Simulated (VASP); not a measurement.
Wanted: the native input for a VASP 6.6.1 run.

```yaml
Task: single point
Functional: PBEsol
Potentials_or_basis: VASP PAW PBE potentials, release 64 (Cu, Au)
Cutoff: 600 eV
k_mesh: 7 × 7 × 7
Occupations: fermi-dirac, width 0.15 eV
Spin: no spin polarisation
Dipole_correction: no
Further_INCAR_settings: ALGO = Normal; EDIFF = 1e-06; NBANDS = 30
```

The structure of Cu3Au (Auricupride) lies in POSCAR:

```
Cu3Au
1.0
    3.7400000000      0.0000000000      0.0000000000
    0.0000000000      3.7400000000      0.0000000000
    0.0000000000      0.0000000000      3.7400000000
Cu Au
3 1
Direct
    0.0000000000      0.5000000000      0.5000000000
    0.5000000000      0.0000000000      0.5000000000
    0.5000000000      0.5000000000      0.0000000000
    0.0000000000      0.0000000000      0.0000000000
```

These files were run (other wordings do the same):

INCAR

```
  ALGO = Normal
  EDIFF = 1E-6
  ENCUT = 600
  GGA = PS
  GGA_COMPAT = False
  ISIF = 2
  ISMEAR = -1
  LASPH = True
  LCHARG = True
  LELF = True
  LREAL = False
  LVHAR = True
  LWAVE = False
  NBANDS = 30
  NELM = 120
  PREC = Accurate
  SIGMA = 0.15
```

KPOINTS

```
k-points
0
Gamma
  7 7 7
```

Potentials or basis: VASP PAW PBE potentials, release 64 (Cu, Au).

The run is started by

```sh
$ cat potpaw_PBE.64/Cu/POTCAR potpaw_PBE.64/Au/POTCAR > POTCAR
$ mpirun -np 1 vasp_std > vasp.out
```

It gave:

```json
{"Pressure": "-3.0 GPa", "Band gap on the k mesh": "zero (band 22 reaches 9.38 eV, above the bottom of band 23 at 7.71 eV)"}
```

Caveat: the PAW data sets were made with another functional, which shifts forces and pressure a little; spin-orbit coupling is left out, which moves the levels of the heavy elements.

Run time: 23 s on 1 thread of Intel(R) Xeon(R) 6975P-C (Granite Rapids), with other jobs on the host, peak memory 0.19 GiB.
